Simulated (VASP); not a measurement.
K3TaO3: single point with PBE

Crystal: K3TaO3.

```
K Ta O
1.0
     9.72432    0.00000    0.00000
    -4.86216    8.42151    0.00000
     0.00000    0.00000    5.24327
K Ta O
6 2 6
Direct
  0.00000 0.66924 0.25000
  0.33076 0.00000 0.75000
  0.33076 0.33076 0.25000
  0.66924 0.66924 0.75000
  0.00000 0.33076 0.75000
  0.66924 0.00000 0.25000
  0.00000 0.00000 0.00000
  0.00000 0.00000 0.50000
  0.83570 0.00000 0.75000
  0.16430 0.16430 0.75000
  0.83570 0.83570 0.25000
  0.00000 0.16430 0.25000
  0.16430 0.00000 0.25000
  0.00000 0.83570 0.75000
```

```yaml
Program: VASP 6.6.1
Task: single point
Functional: PBE
Potentials_or_basis: VASP PAW PBE potentials, release 64 (K_sv, Ta_sv_GW, O)
Cutoff: 700 eV
k_mesh: 2 × 2 × 3
Occupations: gaussian, width 0.15 eV
Spin: no spin polarisation
Dipole_correction: no
Further_INCAR_settings: ALGO = Normal; EDIFF = 1e-06; NBANDS = 71
```

- Pressure: 0.3 GPa
- Largest force: 0.041 eV/Å
- Band gap on the k mesh: zero (bands 58 and 59 overlap by 0.61 eV)

Forces in eV/Å, atoms in the order of the input:
```
K    0.020 -0.035  0.000
K    0.041  0.000  0.000
K    0.020  0.035  0.000
K   -0.020 -0.035  0.000
K   -0.020  0.035  0.000
K   -0.041  0.000  0.000
Ta   0.000  0.000  0.000
Ta   0.000  0.000  0.000
O   -0.027  0.000  0.000
O    0.013  0.023  0.000
O   -0.013 -0.023  0.000
O   -0.013  0.023  0.000
O    0.027  0.000  0.000
O    0.013 -0.023  0.000
```

Stress tensor (GPa, compression positive):
```
 0.60  0.00  0.00
 0.00  0.60  0.00
 0.00  0.00 -0.27
```

Levels at points of the mesh, in eV from the Fermi level:
| k point | band 56 | band 57 | band 58 | band 59 | band 60 | band 61 |
| --- | --- | --- | --- | --- | --- | --- |
| (0.00, 0.00, 0.00) | -3.26 | -1.40 | -0.95 | 0.35 | 0.75 | 0.75 |
| (0.50, 0.00, 0.00) | -3.26 | -1.26 | -0.63 | -0.45 | 0.77 | 1.19 |

Run time: 10 min on 1 thread of Intel(R) Xeon(R) Platinum 8259CL CPU @ 2.50GHz (Skylake/Cascade Lake), with other jobs on the host, peak memory 0.78 GiB.

Caveat: the k points lie up to 0.40 Å⁻¹ apart, too coarse for converged energies and pressures of a metal; spin-orbit coupling is left out, which moves the levels of the heavy elements.
